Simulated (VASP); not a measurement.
Write the native input for VASP 6.6.1 that does the following.

```
Task                   : single point
Functional             : RPBE
Potentials or basis    : VASP PAW PBE potentials, release 64 (Ru_pv)
Cutoff                 : 520 eV
k mesh                 : 12 × 12 × 12
Occupations            : tetrahedron
Spin                   : no spin polarisation
Hubbard terms          : Ru d U = 6.0 eV
Dipole correction      : no
Further INCAR settings : ALGO = Normal; EDIFF = 1e-07; NBANDS = 13
```

The structure of Ru lies in POSCAR:

```
Ru
1.0
    0.0000000000      1.9150000000      1.9150000000
    1.9150000000      0.0000000000      1.9150000000
    1.9150000000      1.9150000000      0.0000000000
Ru
1
Direct
    0.0000000000      0.0000000000      0.0000000000
```

These files were run (other wordings do the same):

INCAR

```
SYSTEM = Ru
PREC = Accurate
ENCUT = 520
EDIFF = 1E-7
ISMEAR = -5
SIGMA = 0.05
LREAL = .False.
LASPH = .True.
NELM = 150
ALGO = Normal
ISIF = 2
LWAVE = .False.
LCHARG = .False.
LMAXMIX = 4
LDAU = .True.
LDAUTYPE = 2
LDAUL = 2
LDAUU = 6
LDAUJ = 0
LDAUPRINT = 1
GGA = RP
NBANDS = 13
```

KPOINTS

```
regular mesh
0
Gamma
  12 12 12
  0 0 0
```

Potentials or basis: VASP PAW PBE potentials, release 64 (Ru_pv).

Run with:

```bash
$ cat potpaw_PBE.64/Ru_pv/POTCAR > POTCAR
$ mpirun -np 1 vasp_std > vasp.out
```

It gave:

| Property | Result |
| --- | --- |
| Pressure | -4.7 GPa |
| Band gap on the k mesh | zero (band 7 reaches 14.23 eV, above the bottom of band 8 at 10.45 eV) |

Caveat: the PAW data sets were made with another functional, which shifts forces and pressure a little; U without spin polarisation on a metal has little footing; the U is typed as a test and isn't derived for this compound; tetrahedron occupations give inexact forces and stress in metals.

It took 23 s on 1 thread of Intel(R) Xeon(R) Platinum 8259CL CPU @ 2.50GHz (Skylake/Cascade Lake) (shared host), peak memory 0.13 GiB.
